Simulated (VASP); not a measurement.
Write the native input for VASP 6.6.1 that does the following.

| Item | Value |
| --- | --- |
| Task | single point |
| Functional | PBE |
| Potentials or basis | VASP PAW PBE potentials, release 64 (Te, Cd, Zn) |
| Cutoff | 520 eV |
| k mesh | 6 × 6 × 1 |
| Occupations | gaussian, width 0.05 eV |
| Spin | no spin polarisation |
| Dipole correction | yes |
| Further INCAR settings | ALGO = Normal; EDIFF = 1e-06; NBANDS = 32 |

The structure of ZnCd2Te2 lies in POSCAR:

```
ZnCd2Te2
1.0
    4.6794578583      0.0000000000      0.0000000000
   -2.3397289292      4.0525293813      0.0000000000
    0.0000000000      0.0000000000     20.0807280860
Te Cd Zn
2 2 1
Direct
    0.0000000000      0.0000000000      0.1991959646
    0.3333333333      0.6666666667      0.4037116126
    0.3333333333      0.6666666667      0.2467634796
    0.6666666667      0.3333333333      0.4273116019
    0.8888888889      1.2222222222      0.5653358486
```

One way to write it, as run:

INCAR

```
SYSTEM = ZnCd2Te2
  ALGO = Normal
  DIPOL = 0.5 0.5 0.368
  EDIFF = 1E-6
  ENCUT = 520
  GGA = PE
  IDIPOL = 3
  ISIF = 2
  ISMEAR = 0
  LASPH = .True.
  LCHARG = .False.
  LDIPOL = .True.
  LREAL = .False.
  LWAVE = .False.
  NBANDS = 32
  NELM = 100
  PREC = Accurate
  SIGMA = 0.05
```

KPOINTS

```
k-points
0
Gamma
  6 6 1
  0 0 0
```

Potentials or basis: VASP PAW PBE potentials, release 64 (Te, Cd, Zn).

The run is started by

```sh
$ cat potpaw_PBE.64/Te/POTCAR potpaw_PBE.64/Cd/POTCAR potpaw_PBE.64/Zn/POTCAR > POTCAR
$ mpirun -np 1 vasp_std > vasp.out
```

It gave:

```yaml
Largest_force: 0.431 eV/Å
Band_gap_on_the_k_mesh: zero (filled and empty bands touch)
```

Caveat: spin-orbit coupling is left out, which moves the levels of the heavy elements.

Wall time 2.8 min on 1 thread of Intel(R) Xeon(R) 6975P-C (Granite Rapids), on a shared host, peak memory 0.6 GiB.
